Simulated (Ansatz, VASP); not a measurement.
**Two plane-wave programs on TiH**

File POSCAR:

```
TiH
1.0
    2.9474928500      0.0000000000      0.0000000000
    0.0000000000      2.9474928500      0.0000000000
    0.0000000000      0.0000000000      4.5681404800
Ti H
2 2
Direct
    0.5000000000      0.0000000000      0.5000000000
    0.0000000000      0.5000000000      0.0000000000
    0.0000000000      0.0000000000      0.2500000000
    0.0000000000      0.0000000000      0.7500000000
```

File INCAR.step1:

```
PREC = Accurate ; ENCUT = 520
ISMEAR = -1 ; SIGMA = 0.1
LREAL = F ; LASPH = T
NELM = 100 ; NBANDS = 21
GGA = PE ; ALGO = Normal
EDIFF = 1E-4 ; LWAVE = T
LCHARG = F
```

INCAR.step2

```
PREC = Accurate ; ENCUT = 520
EDIFF = 1E-6 ; ISMEAR = -1
SIGMA = 0.1 ; LREAL = F
LASPH = T ; NELM = 100
ALGO = Normal ; ISIF = 2
LWAVE = F ; LCHARG = F
METAGGA = R2SCAN ; LMIXTAU = T
NBANDS = 21 ; ISTART = 1
```

File KPOINTS:

```
Automatic mesh
0
Gamma
  8 8 5
```

Input for Ansatz:

```yaml
crystal:
  lattice:
    - [2.94749285, 0.0, 0.0]
    - [0.0, 2.94749285, 0.0]
    - [0.0, 0.0, 4.56814048]
  atoms:
    - { symbol: Ti, position: [0.5, 0.0, 0.5] }
    - { symbol: Ti, position: [0.0, 0.5, 0.0] }
    - { symbol: H, position: [0.0, 0.0, 0.25] }
    - { symbol: H, position: [0.0, 0.0, 0.75] }
basis:
  ecutwfc: 650.0
kpoints:
  mp_grid:
    grid: [8, 8, 5]
hamiltonian:
  xc: r2scan
scf:
  occupations:
    method: fermi_dirac
output:
  stress: true
```

Alike in both runs: task single point; functional r2SCAN; k mesh 8 × 8 × 5; no spin polarisation.

|  | VASP | Ansatz |
| --- | --- | --- |
| version | VASP 6.6.1 | Ansatz 0.2.0 |
| potentials or method | VASP PAW PBE potentials, release 64 (Ti_sv, H), cutoff 520 eV | plane waves, PAW |
| occupations | fermi-dirac, width 0.1 eV | fermi-dirac |
| valence electrons in the cell | 26 | 26 |

VASP gave:

```
pressure (GPa)                                                : 0.1
traceless stress, the component that is largest in VASP (GPa) : -0.17
```

Q: Estimate Ansatz's values.

A: Pressure (GPa): -0.2; traceless stress, the component that is largest in VASP (GPa): -0.19.

VASP's potentials were made for PBE, not for r2SCAN.
